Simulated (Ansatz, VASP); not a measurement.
# Two plane-wave programs on InP

Contents of INCAR:

```
ALGO     = Normal         # electronic algorithm
EDIFF    = 1E-6           # SCF threshold, eV
ENCUT    = 520            # plane-wave cutoff, eV
GGA      = PE             # functional
ISIF     = 2              # what is computed and relaxed
ISMEAR   = 0              # smearing method
LASPH    = T              # aspherical terms in the spheres
LCHARG   = F              # write CHGCAR
LREAL    = F              # projectors in reciprocal space
LWAVE    = F              # write WAVECAR
NBANDS   = 26             # bands
NELM     = 60             # most SCF steps
PREC     = Accurate       # precision mode
SIGMA    = 0.02           # smearing width, eV
```

The input KPOINTS:

```
k-points
0
Gamma
  8 8 6
```

The input POSCAR:

```
InP
1.0
    2.8606982522      2.8606982522      0.0000000000
   -2.8606982522      2.8606982522      0.0000000000
    0.0000000000      0.0000000000      6.2035502349
In P
2 2
Direct
    0.0000000000      0.0000000000      0.0000000000
    0.5000000000      0.5000000000      0.5000000000
    0.5000000000      0.0000000000      0.7500000000
    0.0000000000      0.5000000000      0.2500000000
```

Input for Ansatz:

```yaml
crystal:
  lattice:
    - [2.8606982522, 2.8606982522, 0.0]
    - [-2.8606982522, 2.8606982522, 0.0]
    - [0.0, 0.0, 6.2035502349]
  atoms:
    - { symbol: In, position: [0.0, 0.0, 0.0] }
    - { symbol: In, position: [0.5, 0.5, 0.5] }
    - { symbol: P, position: [0.5, 0.0, 0.75] }
    - { symbol: P, position: [0.0, 0.5, 0.25] }
basis:
  ecutwfc: 420
kpoints:
  mp_grid: { grid: [8, 8, 6] }
  band_path: { path: [VBM, CBM], npoints: 2 }
hamiltonian:
  xc: pbe
scf:
  occupations: { method: gaussian, width: 0.02 }
output:
  forces: true
  stress: true
  eigenvalues: true
checkpoint:
  read: start.run
  write: ck
  compress: false
  write_wavefunctions: false
  write_every: 100000
```

Alike in both runs: task single point; functional PBE; k mesh 8 × 8 × 6; occupations gaussian, width 0.02 eV; no spin polarisation.

```csv
,VASP,Ansatz
version,VASP 6.6.1,Ansatz 0.2.0
potentials or method,"VASP PAW PBE potentials, release 64 (In_d, P), cutoff 520 eV","scalar-relativistic, plane waves, PAW"
valence electrons in the cell,36,36
```

```tsv
	VASP	Ansatz	Ansatz less VASP
gap on the k mesh at the Fermi level (eV)	0.49	0.49	+0.003
least direct gap on the mesh (eV)	0.49	0.49	+0.003
pressure (GPa)	2.5	2.6	+0.08
traceless stress, the component that is largest in VASP (GPa)	-2.56	-2.56	0.000
```
